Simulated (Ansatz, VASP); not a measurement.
## Two plane-wave programs on BaTiO3

```
Ba Ti O
1.0
     3.95549    0.00000    0.00000
     0.00000    3.95549    0.00000
     0.00000    0.00000    3.92272
Ba Ti O
1 1 3
Direct
  0.50000 0.50000 0.57520
  0.00000 0.00000 0.08197
  0.00000 0.50000 0.06846
  0.50000 0.00000 0.06846
  0.00000 0.00000 0.56591
```

Change from the starting cell: strain along c alone, the other axes held, atoms relaxed: -3.0 %.

Alike in both runs: functional PBEsol; k mesh 8 × 8 × 8; occupations gaussian, width 0.02 eV; no spin polarisation.

Ansatz relaxed the structure, and its values are those at the end. VASP's run is a single point on that final structure, the one shown.

|  | VASP | Ansatz |
| --- | --- | --- |
| version | VASP 6.6.1 | Ansatz 0.2.0 |
| potentials or method | VASP PAW PBE potentials, release 64 (Ba_sv, Ti_sv, O), cutoff 520 eV | scalar-relativistic, plane waves, PAW |
| valence electrons in the cell | 40 | 40 |

|  | VASP | Ansatz | Ansatz less VASP |
| --- | --- | --- | --- |
| gap on the k mesh at the Fermi level (eV) | 1.79 | 1.87 | +0.077 |
| least direct gap on the mesh (eV) | 1.91 | 1.94 | +0.030 |
| pressure (GPa) | 6.0 | 3.9 | -2.13 |
| rms of the force components (eV/Å) | 0.008 | 0.000 | -0.0079 |

VASP's potentials were made for PBE, not for PBEsol. Ansatz's warnings: stress scf threshold loose.

Spin-orbit coupling is off throughout.
